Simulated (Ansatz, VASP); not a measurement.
## One calculation of Si, two programs

```xyz
2
Lattice="2.7989 0.0000 0.0000 -1.3994 2.4239 0.0000 0.0000 0.0000 4.7316" Properties=species:S:1:pos:R:3 pbc="T T T"
Si    0.0000    1.6159    1.1829
Si    1.3994    0.8080    3.5487
```

Change from the starting cell: strain +0.050 along x and y, +0.050 along z, atoms carried along.

Alike in both runs: task single point; functional LDA; k mesh 24 × 24 × 10; occupations gaussian, width 0.15 eV; no spin polarisation.

|  | VASP | Ansatz |
| --- | --- | --- |
| version | VASP 6.6.1 | Ansatz 0.2.0 |
| potentials or method | VASP PAW LDA potentials, release 64 (Si), cutoff 520 eV | scalar-relativistic, plane waves, PAW |
| valence electrons in the cell | 8 | 8 |

|  | VASP | Ansatz | Ansatz less VASP |
| --- | --- | --- | --- |
| gap on the k mesh at the Fermi level (eV) | none | none | - |
| pressure (GPa) | -10.4 | -10.4 | -0.01 |
| traceless stress, the component that is largest in VASP (GPa) | 1.07 | 1.06 | -0.003 |

LDA's correlation is that of Perdew and Zunger in VASP and of Perdew and Wang (1992) in Ansatz. A gap of «none» marks a metal or a gap that the smearing closes.
